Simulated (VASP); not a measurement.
Write the native input for VASP 6.6.1 that does the following.

| Property | Result |
| --- | --- |
| Task | relaxation of cell and atoms |
| Functional | PBE |
| Potentials or basis | VASP PAW PBE potentials, release 64 (B, As) |
| Cutoff | 600 eV |
| k mesh | 6 × 6 × 6 |
| Occupations | gaussian, width 0.1 eV |
| Spin | no spin polarisation |
| Dipole correction | no |
| Further INCAR settings | ALGO = Normal; EDIFF = 1e-06; IBRION = 2; EDIFFG = -0.04; NSW = 90; ISIF = 3 |

The structure of BAs2 lies in POSCAR:

```
BAs2
1.0
    4.4812557050      0.0000000000      0.0000000000
   -2.2406278525      3.8808812813      0.0000000000
    0.0000000000      0.0000000000      2.8237772924
B As
1 2
Direct
    0.0000000000      0.0000000000      0.0000000000
    0.3333333333      0.6666666667      0.5000000000
    0.6666666667      0.3333333333      0.5000000000
```

The input as run:

INCAR

```
PREC = Accurate ; ENCUT = 600
EDIFF = 1E-6 ; ISMEAR = 0
SIGMA = 0.1 ; LREAL = F
LASPH = T ; NELM = 100
ALGO = Normal ; ISIF = 3
LWAVE = F ; LCHARG = F
GGA = PE ; IBRION = 2
NSW = 90 ; EDIFFG = -0.04
```

KPOINTS

```
Automatic mesh
0
Gamma
  6 6 6
```

Potentials or basis: VASP PAW PBE potentials, release 64 (B, As).

The run is started by

```console
$ cat potpaw_PBE.64/B/POTCAR potpaw_PBE.64/As/POTCAR > POTCAR
$ mpirun -np 1 vasp_std > vasp.out
```

Results of the run:

```json
{"Relaxed volume": "16.58 Å³/atom", "Relaxed cell": "a = 4.565 Å, b = 4.565 Å, c = 2.756 Å, α = 90.00°, β = 90.00°, γ = 120.00°", "Space group after relaxing (to 0.05 Å)": "P6/mmm (No. 191)", "Energy gained by relaxing": "7.4 meV/atom", "Ionic steps": "7", "Pressure after relaxing": "0.1 GPa"}
```

Caveat: the k points lie up to 0.38 Å⁻¹ apart in the final cell.

Wall time 37 s on 1 thread of Intel(R) Xeon(R) Platinum 8488C (Sapphire Rapids) (shared host), peak memory 0.19 GiB.
